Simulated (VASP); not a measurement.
A run of VASP 6.6.1 is set up as follows.

Contents of INCAR:

```
SYSTEM = ZrO2
PREC     = Accurate       ! precision mode
ENCUT    = 600            ! plane-wave cutoff, eV
EDIFF    = 1E-6           ! SCF threshold, eV
ISMEAR   = -1             ! smearing method
SIGMA    = 0.02           ! smearing width, eV
LREAL    = .False.        ! projectors in reciprocal space
LASPH    = .True.         ! aspherical terms in the spheres
NELM     = 120            ! most SCF steps
ALGO     = Normal         ! electronic algorithm
ISIF     = 2              ! what is computed and relaxed
LWAVE    = .False.        ! write WAVECAR
LCHARG   = .False.        ! write CHGCAR
GGA      = PE             ! functional
NBANDS   = 19             ! bands
GGA_COMPAT= .False.
```

The input KPOINTS:

```
Automatic mesh
0
Gamma
  9 9 9
  0 0 0
```

Contents of POSCAR:

```
ZrO2
1.0
    0.0000000000      2.5350000000      2.5350000000
    2.5350000000      0.0000000000      2.5350000000
    2.5350000000      2.5350000000      0.0000000000
Zr O
1 2
Direct
    0.0000000000      0.0000000000      0.0000000000
    0.2500000000      0.2500000000      0.2500000000
    0.7500000000      0.7500000000      0.7500000000
```

Potentials or basis: VASP PAW PBE potentials, release 64 (Zr_sv, O).

Command:

```console
$ cat potpaw_PBE.64/Zr_sv/POTCAR potpaw_PBE.64/O/POTCAR > POTCAR
$ mpirun -np 1 vasp_std > vasp.out
```

Problem. What does it give for the pressure?

Solution. 6.9 GPa.

Problem. What does it give for the band gap on the k mesh?

Solution. 3.44 eV (least direct gap 3.92 eV).

Caveat: the cell stands under pressure; an odd mesh through Γ misses points on the zone boundary, where band edges can lie. PBE gaps usually lie below the measured ones, often by a third to a half.
